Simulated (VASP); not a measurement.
Input of a VASP 6.6.1 run:

INCAR

```
SYSTEM = Ir
ALGO = Normal
EDIFF = 1E-6
ENCUT = 420
GGA = PE
GGA_COMPAT = .False.
ISIF = 2
ISMEAR = 0
ISPIN = 2
LASPH = .True.
LCHARG = .True.
LELF = .True.
LMAXMIX = 4
LORBIT = 11
LREAL = .False.
LVHAR = .True.
LWAVE = .False.
MAGMOM = 1.5 1.5
NBANDS = 28
NELM = 200
PREC = Accurate
SIGMA = 0.05
```

The input KPOINTS:

```
k-points
0
Gamma
  1 1 25
  0 0 0
```

The input POSCAR:

```
Ir
1.0
   11.2000000000      0.0000000000      0.0000000000
    0.0000000000      9.3000000000      0.0000000000
    0.0000000000      0.0000000000      2.4891994824
Ir
2
Direct
    0.4026458131      0.5000000000      0.0000000000
    0.5973541869      0.5000000000      0.5000000000
```

Potentials or basis: VASP PAW PBE potentials, release 64 (Ir_sv_GW).

Run with:

```sh
$ cat potpaw_PBE.64/Ir_sv_GW/POTCAR > POTCAR
$ mpirun -np 1 vasp_std > vasp.out
```

Q: What does it give for the largest force?

A: 0.032 eV/Å.

Q: What does it give for the site moments?

A: Ir +1.12 μB.

Q: Estimate the net moment.

A: 2.35 μB per cell.

Forces in eV/Å, atoms in the order of the input:
```
Ir  -0.032  0.000  0.000
Ir   0.032  0.000  0.000
```
